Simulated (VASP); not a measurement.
# NbCd3 (Pm-3m) in VASP: notebook

Runs on NbCd3. Level: PBEsol. Tasks: single point.

Everything below comes from runs of VASP 6.6.1. Logs are shortened: lines on timing, memory, paths and dates and some standing lists are left out, and cuts for length are marked.

### Step 1. The cell of the first run

The structure is cubic, space group Pm-3m (No. 221). Conventional cell: a = 4.129 Å, b = 4.129 Å, c = 4.129 Å, α = 90.00°, β = 90.00°, γ = 90.00°. Within 3.8 Å of Cd (site symmetry 4/mmm) lie 8 Cd at 2.92 Å and 4 Nb at 2.92 Å. Nb (site symmetry m-3m) has 12 Cd at 2.92 Å within 3.8 Å.

### Step 2. Single point, PBEsol

Contents of INCAR:

```
  PREC = Accurate
  ENCUT = 520
  EDIFF = 1E-6
  ISMEAR = -1
  SIGMA = 0.05
  LREAL = False
  LASPH = True
  NELM = 100
  ALGO = Normal
  ISIF = 2
  LWAVE = False
  LCHARG = False
  GGA = PS
  NBANDS = 32
```

Contents of KPOINTS:

```
Automatic mesh
0
Gamma
  6 6 6
```

Contents of POSCAR:

```
NbCd3
1.0
    4.1289554482      0.0000000000      0.0000000000
    0.0000000000      4.1289554482      0.0000000000
    0.0000000000      0.0000000000      4.1289554482
Cd Nb
3 1
Direct
    0.5000000000      0.5000000000      0.0000000000
    0.5000000000      0.0000000000      0.5000000000
    0.0000000000      0.5000000000      0.5000000000
    0.0000000000      0.0000000000      0.0000000000
```

Potentials or basis: VASP PAW PBE potentials, release 64 (Cd, Nb_sv).

On the command line:

```sh
> cat potpaw_PBE.64/Cd/POTCAR potpaw_PBE.64/Nb_sv/POTCAR > POTCAR
> mpirun -np 1 vasp_std > vasp.out
```

OUTCAR:

```text
PREC = Accurate
   ENCUT = 520
   EDIFF = 1E-6
   ISMEAR = -1
   LREAL = False
   LASPH = True
   NELM = 100
   ISIF = 2
   GGA = PS

 ion  position               nearest neighbor table
   1  0.500  0.500  0.000-   2 2.92   3 2.92   4 2.92   2 2.92   3 2.92   2 2.92   4 2.92   2 2.92
                             3 2.92   4 2.92   3 2.92   4 2.92
   2  0.500  0.000  0.500-   1 2.92   3 2.92   4 2.92   1 2.92   4 2.92   1 2.92   3 2.92   1 2.92
                             3 2.92   4 2.92   4 2.92   3 2.92
   3  0.000  0.500  0.500-   1 2.92   2 2.92   4 2.92   1 2.92   4 2.92   2 2.92   4 2.92   4 2.92
                             1 2.92   2 2.92   1 2.92   2 2.92
   4  0.000  0.000  0.000-   1 2.92   2 2.92   3 2.92   2 2.92   3 2.92   1 2.92   3 2.92   3 2.92
                             1 2.92   2 2.92   2 2.92   1 2.92

  LATTYP: Found a simple cubic cell.
 ALAT       =     4.1289554482

  Lattice vectors:

 A1 = (   4.1289554482,   0.0000000000,   0.0000000000)
 A2 = (   0.0000000000,   4.1289554482,   0.0000000000)
 A3 = (   0.0000000000,   0.0000000000,   4.1289554482)

Analysis of symmetry for initial positions (statically):
=====================================================================
 Subroutine PRICEL returns:
 Original cell was already a primitive cell.

 Routine SETGRP: Setting up the symmetry group for a
 simple cubic supercell.

 Subroutine GETGRP returns: Found 48 space group operations
 (whereof 48 operations were pure point group operations)
 out of a pool of 48 trial point group operations.

The static configuration has the point symmetry O_h .

Analysis of symmetry for dynamics (positions and initial velocities):
=====================================================================
 Subroutine PRICEL returns:
 Original cell was already a primitive cell.

 Routine SETGRP: Setting up the symmetry group for a
 simple cubic supercell.

 Subroutine GETGRP returns: Found 48 space group operations
 (whereof 48 operations were pure point group operations)
 out of a pool of 48 trial point group operations.

The dynamic configuration has the point symmetry O_h .

 Subroutine INISYM returns: Found 48 space group operations
 (whereof 48 operations are pure point group operations),
 and found     1 'primitive' translations

----------------------------------------------------------------------------------------

                                     Primitive cell

  volume of cell :      70.3916

  direct lattice vectors                    reciprocal lattice vectors
     4.128955448  0.000000000  0.000000000     0.242192005  0.000000000  0.000000000
     0.000000000  4.128955448  0.000000000     0.000000000  0.242192005  0.000000000
     0.000000000  0.000000000  4.128955448     0.000000000  0.000000000  0.242192005

  length of vectors
     4.128955448  4.128955448  4.128955448     0.242192005  0.242192005  0.242192005

  position of ions in fractional coordinates (direct lattice)
     0.500000000  0.500000000  0.000000000
     0.500000000  0.000000000  0.500000000
     0.000000000  0.500000000  0.500000000
     0.000000000  0.000000000  0.000000000

  ion indices of the primitive-cell ions
   primitive index   ion index
                 1           1
                 2           2
                 3           3
                 4           4

----------------------------------------------------------------------------------------

 KPOINTS: Automatic mesh

Automatic generation of k-mesh.
 Grid dimensions read from file:
 generate k-points for:    6    6    6

 Generating k-lattice:

  Cartesian coordinates                     Fractional coordinates (reciprocal lattice)
     0.040365334  0.000000000  0.000000000     0.166666667  0.000000000  0.000000000
     0.000000000  0.040365334  0.000000000     0.000000000  0.166666667  0.000000000
     0.000000000  0.000000000  0.040365334     0.000000000  0.000000000  0.166666667

  Length of vectors
     0.040365334  0.040365334  0.040365334

  Shift w.r.t. Gamma in fractional coordinates (k-lattice)
     0.000000000  0.000000000  0.000000000

 Subroutine IBZKPT returns following result:
 ===========================================

 Found     20 irreducible k-points:

 Following reciprocal coordinates:
            Coordinates               Weight
  0.000000  0.000000  0.000000      1.000000
  0.166667  0.000000  0.000000      6.000000
  0.333333  0.000000  0.000000      6.000000
  0.500000  0.000000  0.000000      3.000000
  0.166667  0.166667  0.000000     12.000000
  0.333333  0.166667  0.000000     24.000000
[... 12 lines left out ...]
  0.500000  0.500000  0.333333      6.000000
  0.500000  0.500000  0.500000      1.000000
   k-points           NKPTS =     20   k-points in BZ     NKDIM =     20   number of bands    NBANDS=     32
   number of dos      NEDOS =    301   number of ions     NIONS =      4
   total plane-waves  NPLWV =  32768
   dimension x,y,z NGX =    32 NGY =   32 NGZ =   32
   dimension x,y,z NGXF=    64 NGYF=   64 NGZF=   64
   ions per type =               3   1
   NGX,Y,Z   is equivalent  to a cutoff of  12.88, 12.88, 12.88 a.u.
   NGXF,Y,Z  is equivalent  to a cutoff of  25.77, 25.77, 25.77 a.u.
 SYSTEM =  unknown system
   PREC   = accura    normal or accurate (medium, high low for compatibility)
   ISTART =      0    job   : 0-new  1-cont  2-samecut
   ICHARG =      2    charge: 1-file 2-atom 10-const
   ISPIN  =      1    spin polarized calculation?
   LNONCOLLINEAR =      F non collinear calculations
   LSORBIT =      F    spin-orbit coupling
   LASPH  =      T    aspherical Exc in radial PAW
   ENCUT  =  520.0 eV  38.22 Ry    6.18 a.u.   7.68  7.68  7.68*2*pi/ulx,y,z
   NELM   =    100;   NELMIN=  2; NELMDL= -5     # of ELM steps
   EDIFF  = 0.1E-05   stopping-criterion for ELM
   LREAL  =      F    real-space projection
   EDIFFG = 0.1E-04   stopping-criterion for IOM
   NSW    =      0    number of steps for IOM
   IBRION =     -1    ionic relax: 0-MD 1-quasi-New 2-CG
   NFREE  =      0    steps in history (QN), initial steepest desc. (CG)
   ISIF   =      2    stress and relaxation
   ISYM   =      2    0-nonsym 1-usesym 2-fastsym
   POTIM  = 0.5000    time-step for ionic-motion
   TEBEG  =    0.0;   TEEND  =   0.0 temperature during run
   PSTRESS=    0.0 pullay stress
   NELECT =      49.0000    total number of electrons
   NUPDOWN=      -1.0000    fix difference up-down
   EMIN   =  10.00;   EMAX   =-10.00  energy-range for DOS
   EFERMI =   0.00;   METHOD = LEGACY
   ISMEAR =    -1;   SIGMA  =   0.05  broadening in eV -4-tet -1-fermi 0-gaus
   EFERMI_NEDOS =   21; number of points for ismear=-14 and -15
   IALGO  =     38    algorithm
   IMIX   =      4    mixing-type and parameters
     AMIX     =   0.40;   BMIX     =  1.00
     AMIX_MAG =   1.60;   BMIX_MAG =  1.00
  volume/ion in A,a.u.               =      17.60       118.76
  Fermi-wavevector in a.u.,A,eV,Ry     =   1.450886  2.741777 28.641224  2.105071
  Thomas-Fermi vector in A             =   2.568447
   LORBIT       =      0    0 simple, 1 ext, 2 COOP (PROOUT), +10 PAW based schemes
   GGA     = PS    functional components
   LHFCALC =     F    Hartree Fock is set to
   AEXX    =    0.0000 exact exchange contribution
   IVDW    =     0    specifies the selected vdW correction
   LEPSILON=     F    determine dielectric tensor
   LRPA    =     F    only Hartree local field effects (RPA)
 non-spin polarized calculation
  energy-cutoff  :      520.00
  volume of cell :       70.39
 maximum number of plane-waves:      1924
 NGX is ok and might be reduce to    32
   NGX = 15   NGY = 15   NGZ = 15

 number of electron      48.9999985 magnetization

 Free energy of the ion-electron system (eV)
  ---------------------------------------------------
  ext. energy  EPLUGINS =         0.00000000
  ---------------------------------------------------
  free energy    TOTEN  =       -13.94001518 eV

  energy without entropy =      -13.92122681  energy(sigma->0) =      -13.93062099

 E-fermi :   5.7040     XC(G=0): -12.4657

 val. band max:        5.6268866588   @ k =   0.5000   0.3333   0.0000
 cond. band min:       5.7129614256   @ k =   0.3333   0.3333   0.0000
 fundamental gap:      0.0860747668
 Fermi energy:         5.7040161743

 k-point     1 :       0.0000    0.0000    0.0000
  band No.  band energies     occupation
      1     -48.9935      2.00000
      2     -25.1069      2.00000
      3     -25.1069      2.00000
      4     -25.1069      2.00000
      5      -4.3474      2.00000
      6      -4.0516      2.00000
[... 24 lines left out ...]
     31      12.2195      0.00000
     32      13.5441      0.00000

 k-point     2 :       0.1667    0.0000    0.0000
  band No.  band energies     occupation
      1     -48.9932      2.00000
      2     -25.1150      2.00000
      3     -25.1074      2.00000
      4     -25.1074      2.00000
      5      -4.2293      2.00000
      6      -4.0065      2.00000
[... 24 lines left out ...]
     31      13.4670      0.00000
     32      13.6719      0.00000

 k-point     3 :       0.3333    0.0000    0.0000
  band No.  band energies     occupation
      1     -48.9926      2.00000
      2     -25.1313      2.00000
      3     -25.1083      2.00000
      4     -25.1083      2.00000
      5      -3.9495      2.00000
      6      -3.9017      2.00000
[... 24 lines left out ...]
     31      12.6637      0.00000
     32      12.6637      0.00000

 k-point     4 :       0.5000    0.0000    0.0000
  band No.  band energies     occupation
      1     -48.9923      2.00000
      2     -25.1394      2.00000
      3     -25.1088      2.00000
      4     -25.1088      2.00000
      5      -3.8376      2.00000
      6      -3.7634      2.00000
[... 514 lines left out ...]
     31      11.4022      0.00000
     32      12.1659      0.00000

 k-point    19 :       0.5000    0.5000    0.3333
  band No.  band energies     occupation
      1     -48.9912      2.00000
      2     -25.1289      2.00000
      3     -25.1289      2.00000
      4     -25.1231      2.00000
      5      -3.8275      2.00000
      6      -3.8265      2.00000
[... 24 lines left out ...]
     31      10.7167      0.00000
     32      10.7831      0.00000

 k-point    20 :       0.5000    0.5000    0.5000
  band No.  band energies     occupation
      1     -48.9911      2.00000
      2     -25.1273      2.00000
      3     -25.1273      2.00000
      4     -25.1273      2.00000
      5      -3.9187      2.00000
      6      -3.9187      2.00000
[... 24 lines left out ...]
     31      10.4358      0.00000
     32      10.4358      0.00000

------------------------ aborting loop because EDIFF is reached ----------------------------------------

  FORCE on cell =-STRESS in cart. coord.  units (eV):
  Direction    XX          YY          ZZ          XY          YZ          ZX
  --------------------------------------------------------------------------------------
  -------------------------------------------------------------------------------------
  Total        4.6637317      4.6637317      4.6637317     -0.0000000     -0.0000000     -0.0000000
  in kB      106.1508679    106.1508679    106.1508679     -0.0000000     -0.0000000     -0.0000000
  external PRESSURE =     106.1508679 kB  Pullay stress =       0.0000000 kB

 VOLUME and BASIS-vectors are now :
 -----------------------------------------------------------------------------
  energy-cutoff  :      520.00
  volume of cell :       70.39
      direct lattice vectors                 reciprocal lattice vectors
     4.128955448  0.000000000  0.000000000     0.242192005  0.000000000  0.000000000
     0.000000000  4.128955448  0.000000000     0.000000000  0.242192005  0.000000000
     0.000000000  0.000000000  4.128955448     0.000000000  0.000000000  0.242192005

 POSITION                                       TOTAL-FORCE (eV/Angst)
 -----------------------------------------------------------------------------------
      2.06448      2.06448      0.00000         0.000000      0.000000      0.000000
      2.06448      0.00000      2.06448         0.000000      0.000000      0.000000
      0.00000      2.06448      2.06448         0.000000      0.000000      0.000000
      0.00000      0.00000      0.00000         0.000000      0.000000      0.000000
 -----------------------------------------------------------------------------------
    total drift:                                0.000000     -0.000000     -0.000000

  FREE ENERGIE OF THE ION-ELECTRON SYSTEM (eV)
  ---------------------------------------------------
  free  energy   TOTEN  =       -13.9400151771 eV

  energy  without entropy=      -13.9212268100  energy(sigma->0) =      -13.93062099
```

Wall time 25 s (1 thread of Intel Xeon Platinum 8488C (Sapphire Rapids), shared host); peak memory 0.19 GiB.

Results:

```yaml
Free_energy: -13.9400 eV
Pressure: 10.6 GPa
Band_gap_on_the_k_mesh: zero (an odd number of electrons rules out a gap without spin polarisation)
```

Levels at points of the mesh, in eV from the Fermi level:
| k point | band 20 | band 21 | band 22 | band 23 | band 24 | band 25 | band 26 | band 27 | band 28 | band 29 |
| --- | --- | --- | --- | --- | --- | --- | --- | --- | --- | --- |
| (0.00, 0.00, 0.00) | -7.54 | -0.93 | -0.93 | 0.12 | 0.12 | 0.12 | 1.41 | 1.41 | 1.41 | 5.93 |
| (0.50, 0.00, 0.00) | -6.47 | -6.24 | -1.02 | -1.02 | -0.90 | 1.09 | 1.31 | 3.58 | 4.49 | 4.49 |
| (0.50, 0.50, 0.00) | -5.61 | -3.43 | -3.24 | -3.24 | -0.39 | -0.39 | 1.19 | 2.02 | 2.31 | 5.88 |
| (0.50, 0.50, 0.50) | -2.69 | -2.44 | -2.44 | -2.44 | -1.33 | -1.33 | -1.33 | 1.65 | 1.65 | 4.20 |

Caveat: the cell stands under pressure; the PAW data sets were made with another functional, which shifts forces and pressure a little.

### Step 3. Single point, PBEsol

This run uses another cell than the first one, of 17.97 Å³/atom.

Contents of INCAR:

```
SYSTEM = NbCd3
PREC = Accurate
ENCUT = 520
EDIFF = 1E-7
ISMEAR = -1
SIGMA = 0.05
LREAL = .False.
LASPH = .True.
NELM = 100
ALGO = Normal
ISIF = 2
LWAVE = .False.
LCHARG = .False.
GGA = PS
NBANDS = 32
```

Contents of KPOINTS:

```
Automatic mesh
0
Gamma
  6 6 6
  0 0 0
```

Contents of POSCAR:

```
NbCd3
1.0
    4.1580335573      0.0000000000      0.0000000000
    0.0000000000      4.1580335573      0.0000000000
    0.0000000000      0.0000000000      4.1580335573
Cd Nb
3 1
Direct
    0.5000000000      0.5000000000      0.0000000000
    0.5000000000      0.0000000000      0.5000000000
    0.0000000000      0.5000000000      0.5000000000
    0.0000000000      0.0000000000      0.0000000000
```

Potentials or basis: VASP PAW PBE potentials, release 64 (Cd, Nb_sv).

On the command line:

```sh
> cat potpaw_PBE.64/Cd/POTCAR potpaw_PBE.64/Nb_sv/POTCAR > POTCAR
> mpirun -np 1 vasp_std > vasp.out
```

Wall time 28 s (1 thread of Intel Xeon Platinum 8488C (Sapphire Rapids), shared host); peak memory 0.19 GiB.

The run converged. Its results:

| Property | Result |
| --- | --- |
| Free energy | -14.0241 eV |
| Pressure | 7.4 GPa |
| Band gap on the k mesh | zero (an odd number of electrons rules out a gap without spin polarisation) |

Levels at points of the mesh, in eV from the Fermi level:
```
           k point  band 21  band 22  band 23  band 24  band 25  band 26  band 27  band 28
(0.00, 0.00, 0.00)    -0.94    -0.94     0.14     0.14     0.14     1.36     1.36     1.36
(0.50, 0.00, 0.00)    -6.15    -0.99    -0.99    -0.88     1.07     1.27     3.46     4.40
(0.50, 0.50, 0.00)    -3.36    -3.23    -3.23    -0.37    -0.37     1.17     1.95     2.27
(0.50, 0.50, 0.50)    -2.44    -2.44    -2.44    -1.30    -1.30    -1.30     1.60     1.60
```

Caveat: the cell stands under pressure; the PAW data sets were made with another functional, which shifts forces and pressure a little.

[end of part 1 of 2]

The gap in the log of VASP goes by the Fermi energy; the results here count the filled bands.